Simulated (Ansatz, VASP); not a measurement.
# One calculation of Ca, two programs

```xyz
8
Lattice="-4.6661 4.6661 4.6661 4.6661 -4.6661 4.6661 4.6661 4.6661 -4.6661" Properties=species:S:1:pos:R:3 pbc="T T T"
Ca    1.1651    1.1651    1.1651
Ca   -1.1651    3.5010    1.1651
Ca    1.1651   -1.1651    3.5010
Ca    3.5010    1.1651   -1.1651
Ca    3.5010    3.5010    3.5010
Ca    1.1651    5.8312   -1.1651
Ca   -1.1651    1.1651    5.8312
Ca    5.8312   -1.1651    1.1651
```

Alike in both runs: functional PBE; k mesh 4 × 4 × 4; occupations gaussian, width 0.1 eV; no spin polarisation.

Ansatz relaxed the structure, and its values are those at the end. VASP's run is a single point on that final structure, the one shown.

|  | VASP | Ansatz |
| --- | --- | --- |
| version | VASP 6.6.1 | Ansatz 0.2.0 |
| potentials or method | VASP PAW PBE potentials, release 64 (Ca_sv), cutoff 520 eV | scalar-relativistic, plane waves, PAW |
| valence electrons in the cell | 80 | 80 |

|  | VASP | Ansatz | Ansatz less VASP |
| --- | --- | --- | --- |
| gap on the k mesh at the Fermi level (eV) | none | none | - |
| pressure (GPa) | 0.0 | 0.0 | -0.01 |

A gap of «none» marks a metal or a gap that the smearing closes. The functional is the same, so the differences come from potentials, cutoffs and numerics.
